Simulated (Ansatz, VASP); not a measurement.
**One calculation of Si3IrRu, two programs**

```
Si Ru Ir
1.0
     2.47418    1.42847    3.99482
    -2.47418    1.42847    3.99482
     0.00000   -2.85694    3.99482
Si Ru Ir
3 1 1
Direct
  0.00000 0.00000 0.50000
  0.50000 0.00000 0.00000
  0.00000 0.50000 0.00000
  0.50000 0.50000 0.50000
  0.00000 0.00000 0.00000
```

Alike in both runs: functional PBE; k mesh 4 × 4 × 4; occupations gaussian, width 0.2 eV; no spin polarisation.

Ansatz relaxed the structure, and its values are those at the end. VASP's run is a single point on that final structure, the one shown.

```csv
,VASP,Ansatz
version,VASP 6.6.1,Ansatz 0.2.0
potentials or method,"VASP PAW PBE potentials, release 64 (Si, Ru_pv, Ir), cutoff 500 eV","scalar-relativistic, plane waves, PAW"
valence electrons in the cell,35,45
```

Ansatz gave:

- gap on the k mesh at the Fermi level (eV): none
- pressure (GPa): -0.1

**Question.** What did VASP give for the same quantities?

**Answer.** gap on the k mesh at the Fermi level (eV): none; pressure (GPa): 0.0.

A gap of «none» marks a metal or a gap that the smearing closes. VASP's potentials hold 35 valence electrons a cell and Ansatz's 45, so a difference there can come from the potentials and not from the codes.

The k mesh is coarse, so the values compare programs but aren't converged. Neither program's run includes spin-orbit coupling.
